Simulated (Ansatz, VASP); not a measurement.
**Bi in VASP and in Ansatz**

```
CELL_PARAMETERS angstrom
2.26750 1.30914 3.93800
-2.26750 1.30914 3.93800
0.00000 -2.61828 3.93800
ATOMIC_POSITIONS crystal
Bi 0.76153 0.83674 0.73335
Bi 0.20987 0.25341 0.23064
```

Change from the starting cell: atoms moved at random, drawn with an rms of 0.15 Å.

Alike in both runs: functional LDA; k mesh 6 × 6 × 6; occupations fermi-dirac, width 0.025 eV; no spin polarisation.

|  | VASP | Ansatz |
| --- | --- | --- |
| version | VASP 6.6.1 | Ansatz 0.2.0 |
| potentials or method | VASP PAW LDA potentials, release 64 (Bi_d) | JTH PAW LDA |
| plane-wave cutoff (eV) | 520 | 1800 |
| valence electrons in the cell | 30 | 30 |
| task | single point | atomic charges |

Ansatz gave:

```
gap on the k mesh at the Fermi level (eV)                     : none
pressure (GPa)                                                : 0.9
traceless stress, the component that is largest in VASP (GPa) : 3.22
rms of the force components (eV/Å)                            : 0.757
```

Which values does VASP return?

gap on the k mesh at the Fermi level (eV): none; pressure (GPa): 1.0; traceless stress, the component that is largest in VASP (GPa): 3.24; rms of the force components (eV/Å): 0.771.

LDA's correlation is that of Perdew and Zunger in VASP and of Perdew and Wang (1992) in Ansatz. Atom by atom the forces differ by 0.016 eV/Å (rms over components). A gap of «none» marks a metal or a gap that the smearing closes.

Spin-orbit coupling is off throughout.
